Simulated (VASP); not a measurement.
Set up this calculation in VASP 6.6.1, as the native input.

```yaml
Task: electric field gradients
Functional: PBE
Potentials_or_basis: VASP PAW PBE potentials, release 64 (K_sv, Ta_pv, O)
Cutoff: 520 eV
k_mesh: 5 × 5 × 5
Occupations: fermi-dirac, width 0.01 eV
Spin: no spin polarisation
Dipole_correction: no
Further_INCAR_settings: ALGO = Normal; EDIFF = 1e-08; NBANDS = 27
```

The structure of KTaO3 lies in POSCAR:

```
KTaO3
1.0
    3.9883000000      0.0000000000      0.0000000000
    0.0000000000      3.9883000000      0.0000000000
    0.0000000000      0.0000000000      4.1079490000
K Ta O
1 1 3
Direct
    0.5000000000      0.5000000000      0.5000000000
    0.0000000000      0.0000000000      0.0000000000
    0.5000000000      0.0000000000      0.0000000000
    0.0000000000      0.5000000000      0.0000000000
    0.0000000000      0.0000000000      0.5000000000
```

This cell differs from its parent crystal: zz strain of +3 %.

One way to write it, as run:

INCAR

```
ALGO = Normal ; EDIFF = 1E-8
ENCUT = 520 ; GGA = PE
ISIF = 2 ; ISMEAR = -1
LASPH = True ; LCHARG = False
LEFG = True ; LREAL = False
LWAVE = False ; NBANDS = 27
NELM = 100 ; PREC = Accurate
SIGMA = 0.01
```

KPOINTS

```
k-points
0
Gamma
  5 5 5
```

Potentials or basis: VASP PAW PBE potentials, release 64 (K_sv, Ta_pv, O).

Run with:

```console
$ cat potpaw_PBE.64/K_sv/POTCAR potpaw_PBE.64/Ta_pv/POTCAR potpaw_PBE.64/O/POTCAR > POTCAR
$ mpirun -np 1 vasp_std > vasp.out
```

Results of the run:

The pressure is 0.4 GPa and the band gap on the k mesh is 2.19 eV, indirect (least direct gap 2.69 eV).

Caveat: the cell differs from its parent crystal (zz strain of +3 %); without QUAD_EFG the Cq values of the log hold for a quadrupole moment of 1 mb, not for the nuclei; spin-orbit coupling is left out, which moves the levels of the heavy elements.

It took 94 s on 1 thread of Intel Xeon 8259CL, with other jobs on the host, peak memory 0.19 GiB.
